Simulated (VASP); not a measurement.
Wanted: the native input for a VASP 6.6.1 run.

| Item | Value |
| --- | --- |
| Task | single point |
| Functional | PBE |
| Potentials or basis | VASP PAW PBE potentials, release 64 (In_d, Sb) |
| Cutoff | 520 eV |
| k mesh | 16 × 16 × 16 |
| Occupations | gaussian, width 0.15 eV |
| Spin | no spin polarisation |
| Dipole correction | no |
| Further INCAR settings | ALGO = Normal; EDIFF = 1e-06; NBANDS = 16 |

The structure of InSb lies in POSCAR:

```
InSb
1.0
   -2.9088500000      2.9088500000      1.4236000000
    2.9088500000     -2.9088500000      1.4236000000
    2.9088500000      2.9088500000     -1.4236000000
In Sb
1 1
Direct
    0.2500000000      0.7500000000      0.5000000000
    0.0000000000      0.0000000000      0.0000000000
```

These files were run (other wordings do the same):

INCAR

```
PREC = Accurate
ENCUT = 520
EDIFF = 1E-6
ISMEAR = 0
SIGMA = 0.15
LREAL = F
LASPH = T
NELM = 100
ALGO = Normal
ISIF = 2
LWAVE = F
LCHARG = F
GGA = PE
NBANDS = 16
```

KPOINTS

```
Automatic mesh
0
Gamma
  16 16 16
```

Potentials or basis: VASP PAW PBE potentials, release 64 (In_d, Sb).

Command:

```sh
$ cat potpaw_PBE.64/In_d/POTCAR potpaw_PBE.64/Sb/POTCAR > POTCAR
$ mpirun -np 1 vasp_std > vasp.out
```

Results of the run:

```
Pressure               : 12.4 GPa
Band gap on the k mesh : zero (bands 9 and 10 overlap by 4.05 eV)
```

Caveat: the cell stands under pressure; spin-orbit coupling is left out, which moves the levels of the heavy elements.

Wall time 93 s on 1 thread of Intel(R) Xeon(R) Platinum 8488C (Sapphire Rapids) (shared host), peak memory 0.4 GiB.
